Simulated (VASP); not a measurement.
# C21O in VASP: single point with PBE+D3(BJ)

Aim: the single point of C21O with PBE+D3(BJ).

Everything below comes from runs of VASP 6.6.1. Logs are shortened: lines on timing, memory, paths and dates and some standing lists are left out, and cuts for length are marked.

## Step 1: The cell of the first run

The cell holds a slab with vacuum, 22 atoms: a = 4.930 Å, b = 6.611 Å, c = 23.046 Å, α = 90.00°, β = 90.00°, γ = 90.00°.

## Step 2: Single point, PBE+D3(BJ)

INCAR

```
SYSTEM = C21O
PREC = Accurate
ENCUT = 520
EDIFF = 1E-6
ISMEAR = 0
SIGMA = 0.05
LREAL = Auto
LASPH = .TRUE.
NELM = 60
ALGO = Normal
ISIF = 2
LWAVE = .FALSE.
LCHARG = .TRUE.
LDIPOL = .TRUE.
IDIPOL = 3
DIPOL = 0.5 0.5 0.299
GGA = PE
IVDW = 12
LELF = .TRUE.
LVHAR = .TRUE.
LVACPOTAV = .TRUE.
NBANDS = 62
```

KPOINTS

```
regular mesh
0
G
  6 4 1
  0 0 0
```

POSCAR

```
C21O
1.0
    4.9298676348      0.0000000000      0.0000000000
    0.0000000000      6.6106466029      0.0000000000
    0.0000000000      0.0000000000     23.0462285946
C O
21 1
Direct
    0.2500000000      0.6298229082      0.1735641901
    0.7500000000      0.6298229082      0.1735641901
    0.0000000000      0.5373434205      0.1893644698
    0.5000000000      0.5373434205      0.1893644698
    0.0000000000      0.3522116844      0.2208793344
    0.5000000000      0.3522116844      0.2208793344
    0.2500000000      0.2597321967      0.2366796141
    0.7500000000      0.2597321967      0.2366796141
    0.2500000000      0.0746004606      0.2681944787
    0.7500000000      0.0746004606      0.2681944787
    0.0000000000      0.9836592811      0.2844332683
    0.5000000000      0.9836592811      0.2844332683
    0.0000000000      0.7989713350      0.3169069768
    0.5000000000      0.7989713350      0.3169069768
    0.2500000000      0.7082723620      0.3324707277
    0.7500000000      0.7082723620      0.3324707277
    0.2500000000      0.5151741001      0.3643514146
    0.7500000000      0.5151741001      0.3643514146
    0.0000000000      0.4319289200      0.3773384682
    0.5000000000      0.4319289200      0.3773384682
    0.0000000000      0.9319289200      0.5443940011
    0.0000000000      0.9319289200      0.4944942964
```

Potentials or basis: VASP PAW PBE potentials, release 64 (C, O).

Run with:

```bash
cat potpaw_PBE.64/C/POTCAR potpaw_PBE.64/O/POTCAR > POTCAR
mpirun -np 1 vasp_std > vasp.out
```

OUTCAR:

```text
SYSTEM = C21O
   PREC = Accurate
   ENCUT = 520
   EDIFF = 1E-6
   ISMEAR = 0
   LREAL = Auto
   LASPH = .TRUE.
   NELM = 60
   ISIF = 2
   GGA = PE
   IVDW = 12
 IVDW          = 12

 ion  position               nearest neighbor table
   1  0.250  0.630  0.174-   3 1.42   4 1.42
   2  0.750  0.630  0.174-   3 1.42   4 1.42
   3  0.000  0.537  0.189-   5 1.42   2 1.42   1 1.42
   4  0.500  0.537  0.189-   6 1.42   2 1.42   1 1.42
   5  0.000  0.352  0.221-   3 1.42   7 1.42   8 1.42
   6  0.500  0.352  0.221-   4 1.42   7 1.42   8 1.42
   7  0.250  0.260  0.237-   9 1.42   6 1.42   5 1.42
   8  0.750  0.260  0.237-  10 1.42   6 1.42   5 1.42
[... 8 lines left out ...]
  17  0.250  0.515  0.364-  19 1.38  20 1.38  15 1.47
  18  0.750  0.515  0.364-  19 1.38  20 1.38  16 1.47
  19  0.000  0.432  0.377-  17 1.38  18 1.38
  20  0.500  0.432  0.377-  17 1.38  18 1.38
  21  0.000  0.932  0.544-  22 1.15
  22  0.000  0.932  0.494-  21 1.15

  LATTYP: Found a simple orthorhombic cell.
 ALAT       =     4.9298676348
 B/A-ratio  =     1.3409379506
 C/A-ratio  =     4.6748169123

  Lattice vectors:

 A1 = (   4.9298676348,   0.0000000000,   0.0000000000)
 A2 = (   0.0000000000,   6.6106466029,   0.0000000000)
 A3 = (   0.0000000000,   0.0000000000,  23.0462285946)

Analysis of symmetry for initial positions (statically):
=====================================================================
 Subroutine PRICEL returns:
 Original cell was already a primitive cell.

 Routine SETGRP: Setting up the symmetry group for a
 simple orthorhombic supercell.

 Subroutine GETGRP returns: Found  2 space group operations
 (whereof  2 operations were pure point group operations)
 out of a pool of  8 trial point group operations.

The static configuration has the point symmetry C_1h.

Analysis of symmetry for dynamics (positions and initial velocities):
=====================================================================
 Subroutine PRICEL returns:
 Original cell was already a primitive cell.

 Routine SETGRP: Setting up the symmetry group for a
 simple orthorhombic supercell.

 Subroutine GETGRP returns: Found  2 space group operations
 (whereof  2 operations were pure point group operations)
 out of a pool of  8 trial point group operations.

The dynamic configuration has the point symmetry C_1h.

 Subroutine INISYM returns: Found  2 space group operations
 (whereof  2 operations are pure point group operations),
 and found     1 'primitive' translations

----------------------------------------------------------------------------------------

                                     Primitive cell

  volume of cell :     751.0677

  direct lattice vectors                    reciprocal lattice vectors
     4.929867635  0.000000000  0.000000000     0.202845203  0.000000000  0.000000000
     0.000000000  6.610646603  0.000000000     0.000000000  0.151271133  0.000000000
     0.000000000  0.000000000 23.046228595     0.000000000  0.000000000  0.043391048

  length of vectors
     4.929867635  6.610646603 23.046228595     0.202845203  0.151271133  0.043391048

  position of ions in fractional coordinates (direct lattice)
     0.250000000  0.629822908  0.173564190
     0.750000000  0.629822908  0.173564190
     0.000000000  0.537343421  0.189364470
     0.500000000  0.537343421  0.189364470
     0.000000000  0.352211684  0.220879334
     0.500000000  0.352211684  0.220879334
[... 14 lines left out ...]
     0.000000000  0.931928920  0.544394001
     0.000000000  0.931928920  0.494494296

  ion indices of the primitive-cell ions
   primitive index   ion index
                 1           1
                 2           2
                 3           3
                 4           4
                 5           5
                 6           6
[... 14 lines left out ...]
                21          21
                22          22

----------------------------------------------------------------------------------------

 KPOINTS: regular mesh

Automatic generation of k-mesh.
 Grid dimensions read from file:
 generate k-points for:    6    4    1

 Generating k-lattice:

  Cartesian coordinates                     Fractional coordinates (reciprocal lattice)
     0.033807534  0.000000000  0.000000000     0.166666667  0.000000000  0.000000000
     0.000000000  0.037817783  0.000000000     0.000000000  0.250000000  0.000000000
     0.000000000  0.000000000  0.043391048     0.000000000  0.000000000  1.000000000

  Length of vectors
     0.033807534  0.037817783  0.043391048

  Shift w.r.t. Gamma in fractional coordinates (k-lattice)
     0.000000000  0.000000000  0.000000000

 Subroutine IBZKPT returns following result:
 ===========================================

 Found     12 irreducible k-points:

 Following reciprocal coordinates:
            Coordinates               Weight
  0.000000  0.000000  0.000000      1.000000
  0.166667  0.000000  0.000000      2.000000
  0.333333  0.000000  0.000000      2.000000
  0.500000  0.000000  0.000000      1.000000
  0.000000  0.250000  0.000000      2.000000
  0.166667  0.250000  0.000000      4.000000
  0.333333  0.250000  0.000000      4.000000
  0.500000  0.250000  0.000000      2.000000
  0.000000  0.500000  0.000000      1.000000
  0.166667  0.500000  0.000000      2.000000
  0.333333  0.500000  0.000000      2.000000
  0.500000  0.500000  0.000000      1.000000
   k-points           NKPTS =     12   k-points in BZ     NKDIM =     12   number of bands    NBANDS=     62
   number of dos      NEDOS =    301   number of ions     NIONS =     22
   total plane-waves  NPLWV = 360000
   dimension x,y,z NGX =    40 NGY =   50 NGZ =  180
   dimension x,y,z NGXF=    80 NGYF=  100 NGZF=  360
   ions per type =              21   1
   NGX,Y,Z   is equivalent  to a cutoff of  13.49, 12.57, 12.98 a.u.
   NGXF,Y,Z  is equivalent  to a cutoff of  26.98, 25.15, 25.97 a.u.
 SYSTEM =  C21O
   PREC   = accura    normal or accurate (medium, high low for compatibility)
   ISTART =      0    job   : 0-new  1-cont  2-samecut
   ICHARG =      2    charge: 1-file 2-atom 10-const
   ISPIN  =      1    spin polarized calculation?
   LNONCOLLINEAR =      F non collinear calculations
   LSORBIT =      F    spin-orbit coupling
   LASPH  =      T    aspherical Exc in radial PAW
   ENCUT  =  520.0 eV  38.22 Ry    6.18 a.u.   9.17 12.29 42.85*2*pi/ulx,y,z
   NELM   =     60;   NELMIN=  2; NELMDL= -5     # of ELM steps
   EDIFF  = 0.1E-05   stopping-criterion for ELM
   LREAL  =      T    real-space projection
   EDIFFG = 0.1E-04   stopping-criterion for IOM
   NSW    =      0    number of steps for IOM
   IBRION =     -1    ionic relax: 0-MD 1-quasi-New 2-CG
   NFREE  =      0    steps in history (QN), initial steepest desc. (CG)
   ISIF   =      2    stress and relaxation
   ISYM   =      2    0-nonsym 1-usesym 2-fastsym
   POTIM  = 0.5000    time-step for ionic-motion
   TEBEG  =    0.0;   TEEND  =   0.0 temperature during run
   PSTRESS=    0.0 pullay stress
   NELECT =      90.0000    total number of electrons
   NUPDOWN=      -1.0000    fix difference up-down
   EMIN   =  10.00;   EMAX   =-10.00  energy-range for DOS
   EFERMI =   0.00;   METHOD = LEGACY
   ISMEAR =     0;   SIGMA  =   0.05  broadening in eV -4-tet -1-fermi 0-gaus
   EFERMI_NEDOS =   21; number of points for ismear=-14 and -15
   IALGO  =     38    algorithm
   IMIX   =      4    mixing-type and parameters
     AMIX     =   0.40;   BMIX     =  1.00
     AMIX_MAG =   1.60;   BMIX_MAG =  1.00
  volume/ion in A,a.u.               =      34.14       230.38
  Fermi-wavevector in a.u.,A,eV,Ry     =   0.807104  1.525205  8.863057  0.651416
  Thomas-Fermi vector in A             =   1.915661
   LORBIT       =      0    0 simple, 1 ext, 2 COOP (PROOUT), +10 PAW based schemes
   GGA     = PE    functional components
   LHFCALC =     F    Hartree Fock is set to
   AEXX    =    0.0000 exact exchange contribution
   IVDW    =    12    specifies the selected vdW correction
   LEPSILON=     F    determine dielectric tensor
   LRPA    =     F    only Hartree local field effects (RPA)
 non-spin polarized calculation
 Gauss-broadening in eV      SIGMA  =   0.05
  energy-cutoff  :      520.00
  volume of cell :      751.07
 maximum number of plane-waves:     20276
 NGX is ok and might be reduce to    40
   NGX = 19   NGY = 25   NGZ = 85

 dipolmoment           0.000000      0.000000      0.015140 electrons x Angstroem

 number of electron      90.0000010 magnetization

 dipolmoment           0.000000      0.000000     -0.045819 electrons x Angstroem

 Free energy of the ion-electron system (eV)
  ---------------------------------------------------
  ext. energy  EPLUGINS =         0.00000000
  ---------------------------------------------------
  free energy    TOTEN  =      -186.09899080 eV

  energy without entropy =     -186.07793622  energy(sigma->0) =     -186.08846351

 E-fermi :  -3.0684     XC(G=0):  -3.5972

 val. band max:       -3.0709754212   @ k =   0.0000   0.2500   0.0000
 cond. band min:      -3.0580765317   @ k =   0.3333   0.0000   0.0000
 fundamental gap:      0.0128988894
 Fermi energy:        -3.0683972668

 k-point     1 :       0.0000    0.0000    0.0000
  band No.  band energies     occupation
      1     -26.9644      2.00000
      2     -22.0794      2.00000
      3     -21.3438      2.00000
      4     -20.3127      2.00000
      5     -18.9971      2.00000
      6     -17.8225      2.00000
[... 49 lines left out ...]
     56       1.5030      0.00000
     57       1.9083      0.00000

 k-point     2 :       0.1667    0.0000    0.0000
  band No.  band energies     occupation
      1     -26.9642      2.00000
      2     -21.9565      2.00000
      3     -21.2229      2.00000
      4     -20.1939      2.00000
      5     -19.0707      2.00000
      6     -18.8822      2.00000
[... 49 lines left out ...]
     56       1.6570      0.00000
     57       1.8861      0.00000

 k-point     3 :       0.3333    0.0000    0.0000
  band No.  band energies     occupation
      1     -26.9639      2.00000
      2     -21.5890      2.00000
      3     -20.8614      2.00000
      4     -20.1363      2.00000
      5     -19.8389      2.00000
      6     -19.4343      2.00000
[... 473 lines left out ...]
  band No.  band energies     occupation
      1     -26.9639      2.00000
      2     -21.5029      2.00000
      3     -20.9827      2.00000
      4     -20.0581      2.00000
      5     -19.8788      2.00000
      6     -19.5437      2.00000
[... 49 lines left out ...]
     56       2.6058      0.00000
     57       2.9904      0.00000

 k-point    12 :       0.5000    0.5000    0.0000
  band No.  band energies     occupation
      1     -26.9638      2.00000
      2     -20.8977      2.00000
      3     -20.8970      2.00000
      4     -20.3792      2.00000
      5     -20.3788      2.00000
      6     -19.2906      2.00000
[... 49 lines left out ...]
     56       3.1399      0.00000
     57       3.5148      0.00000
 [bands above 57 left out]

------------------------ aborting loop because EDIFF is reached ----------------------------------------

 Edisp (eV)   -2.18207

 E8    (eV) :    -0.6478

  FORCE on cell =-STRESS in cart. coord.  units (eV):
  Direction    XX          YY          ZZ          XY          YZ          ZX
  --------------------------------------------------------------------------------------
  -------------------------------------------------------------------------------------
  Total       3.52413    -0.05647    -0.85851     0.00000    -0.46432     0.00000
  in kB       7.51768    -0.12047    -1.83137     0.00000    -0.99049     0.00000
  external pressure =        1.86 kB  Pullay stress =        0.00 kB

 VOLUME and BASIS-vectors are now :
 -----------------------------------------------------------------------------
  energy-cutoff  :      520.00
  volume of cell :      751.07
      direct lattice vectors                 reciprocal lattice vectors
     4.929867635  0.000000000  0.000000000     0.202845203  0.000000000  0.000000000
     0.000000000  6.610646603  0.000000000     0.000000000  0.151271133  0.000000000
     0.000000000  0.000000000 23.046228595     0.000000000  0.000000000  0.043391048

 POSITION                                       TOTAL-FORCE (eV/Angst)
 -----------------------------------------------------------------------------------
      1.23247      4.16354      4.00000         0.000105     -1.692733      1.103462
      3.69740      4.16354      4.00000        -0.000105     -1.692733      1.103462
      0.00000      3.55219      4.36414         0.000000      2.641497     -1.645358
      2.46493      3.55219      4.36414         0.000000      2.641336     -1.645240
      0.00000      2.32835      5.09044         0.000000     -1.096682      0.622699
      2.46493      2.32835      5.09044         0.000000     -1.096619      0.622838
[... 14 lines left out ...]
      0.00000      6.16065     12.54623         0.000000      0.006951     -0.738326
      0.00000      6.16065     11.39623         0.000000     -0.014740      0.684975
 -----------------------------------------------------------------------------------
    total drift:                                0.000000     -0.034550     -0.004987

  FREE ENERGIE OF THE ION-ELECTRON SYSTEM (eV)
  ---------------------------------------------------
  free  energy   TOTEN  =      -188.2810648917 eV

  energy  without entropy=     -188.2600103182  energy(sigma->0) =     -188.27053760

 vacuum level on the upper side and lower side of the slab         2.453         2.707
```

Wall time 24 min (1 thread of Intel Xeon Platinum 8488C (Sapphire Rapids), shared host); peak memory 0.85 GiB.

Results:

```
Free energy                : -188.2811 eV
Largest force              : 3.112 eV/Å
Band gap on the k mesh     : zero (bands 45 and 46 overlap by 0.12 eV)
Dispersion energy per atom : -0.099 eV
```

Forces in eV/Å, atoms in the order of the input:
```
C    0.000 -1.693  1.103
C    0.000 -1.693  1.103
C    0.000  2.641 -1.645
C    0.000  2.641 -1.645
C    0.000 -1.097  0.623
C    0.000 -1.097  0.623
C    0.000  0.361 -0.316
C    0.000  0.361 -0.316
C    0.000 -0.243  0.251
C    0.000 -0.243  0.251
C    0.000  0.110 -0.063
C    0.000  0.112 -0.064
C    0.000 -0.114  0.075
C    0.000 -0.115  0.074
C   -0.004  0.109 -0.063
C    0.004  0.109 -0.063
C    0.000 -0.236  0.116
C    0.000 -0.236  0.116
C    0.000  0.169 -0.052
C    0.000  0.158 -0.052
C    0.000  0.007 -0.738
O    0.000 -0.015  0.685
```
